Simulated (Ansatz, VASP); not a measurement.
**SrO: VASP beside Ansatz**

Contents of INCAR:

```
SYSTEM = SrO
PREC     = Accurate       ! precision mode
ENCUT    = 520            ! plane-wave cutoff, eV
EDIFF    = 1E-7           ! SCF threshold, eV
ISMEAR   = 0              ! smearing method
SIGMA    = 0.01           ! smearing width, eV
LREAL    = .False.        ! projectors in reciprocal space
LASPH    = .True.         ! aspherical terms in the spheres
NELM     = 100            ! most SCF steps
ALGO     = Normal         ! electronic algorithm
ISIF     = 2              ! what is computed and relaxed
LWAVE    = .False.        ! write WAVECAR
LCHARG   = .True.         ! write CHGCAR
GGA      = PE             ! functional
LELF     = .True.         ! ELF
LVHAR    = .True.       
NBANDS   = 24             ! bands
```

File KPOINTS:

```
regular mesh
0
Gamma
  6 6 4
  0 0 0
```

File POSCAR:

```
SrO
1.0
    4.3326059357      0.0000000000      0.0000000000
   -2.1663029678      3.7521468049      0.0000000000
    0.0000000000      0.0000000000      5.2360470203
Sr O
2 2
Direct
    0.3333333333      0.6666666667     -0.0625006792
    0.6666666667      0.3333333333      0.4374993208
    0.3333333333      0.6666666667      0.4375006792
    0.6666666667      0.3333333333      0.9375006792
```

Input for Ansatz:

```yaml
crystal:
  lattice:
    - [4.3326059357, 0.0, 0.0]
    - [-2.1663029678, 3.7521468049, 0.0]
    - [0.0, 0.0, 5.2360470203]
  atoms:
    - { symbol: Sr, position: [0.3333333333, 0.6666666667, -0.0625006792] }
    - { symbol: Sr, position: [0.6666666667, 0.3333333333, 0.4374993208] }
    - { symbol: O, position: [0.3333333333, 0.6666666667, 0.4375006792] }
    - { symbol: O, position: [0.6666666667, 0.3333333333, 0.9375006792] }
kpoints:
  mp_grid: { grid: [6, 6, 4] }
hamiltonian:
  xc: pbe
scf:
  occupations: { method: fixed }
  n_extra_bands: 5
output:
  forces: true
  stress: true
  eigenvalues: true
```

Alike in both runs: task single point; functional PBE; k mesh 6 × 6 × 4; no spin polarisation.

|  | VASP | Ansatz |
| --- | --- | --- |
| version | VASP 6.6.1 | Ansatz 0.2.0 |
| potentials or method | VASP PAW PBE potentials, release 64 (Sr_sv, O) | plane waves, PAW |
| plane-wave cutoff (eV) | 520 | 420 |
| occupations | gaussian, width 0.01 eV | fixed |
| valence electrons in the cell | 32 | 32 |

```tsv
	VASP	Ansatz	Ansatz less VASP
gap on the k mesh at the Fermi level (eV)	2.50	2.52	+0.016
pressure (GPa)	-1.5	-1.9	-0.39
traceless stress, the component that is largest in VASP (GPa)	-0.11	-0.12	-0.002
```

Ansatz's warnings: structure snapped to symmetry.
